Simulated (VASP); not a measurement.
Runs of VASP 6.6.1 on Ba. It takes space group Im-3m (No. 229, cubic). The conventional cell has a = 5.025 Å, b = 5.025 Å, c = 5.025 Å, α = 90.00°, β = 90.00°, γ = 90.00°. Within 5.7 Å of Ba (site symmetry m-3m) lie 14 Ba at 4.35 to 5.02 Å. 

```tsv
level	k mesh	smearing	grid for exact exchange (PRECFOCK)	share of exact exchange	screening parameter	gap on the mesh (eV)	pressure (GPa)
PBE	9 × 9 × 9	gaussian 0.2 eV	-	-	-	none	0.0
PBE	9 × 9 × 9	gaussian 0.1 eV	-	-	-	none	0.0
HSE06	5 × 5 × 5	fermi-dirac 0.1 eV	Normal	0.25	0.2079 1/Å	none	0.4
PBE	9 × 9 × 9	gaussian 0.3 eV	-	-	-	none	0.1
PBE	9 × 9 × 9	gaussian 0.6 eV	-	-	-	none	0.2
PBE	9 × 9 × 9	fermi-dirac 1 eV	-	-	-	none	(a)
PBE0	5 × 5 × 5	fermi-dirac 0.1 eV	Normal	0.25	-	none	0.2
PBE	9 × 9 × 9	gaussian 0.03 eV	-	-	-	none	0.1
```

Alike in all rows: task single point; potentials or basis VASP PAW PBE potentials, release 64 (Ba_sv); no spin polarisation; cell as given; cutoff (eV) 520.

**Question.** Fill in the values left out.

**Answer.** (a) 1.7.

Caveats: spin-orbit coupling is left out, which moves the levels of the heavy elements; so wide a smearing shifts energies and pressures (at least some runs); the PAW data sets were made with another functional, which shifts forces and pressure a little (at least some runs).

A k mesh can miss the band edges, and the runs leave out spin-orbit coupling on Ba.

A gap of «none» marks levels without a gap at the run's occupations.
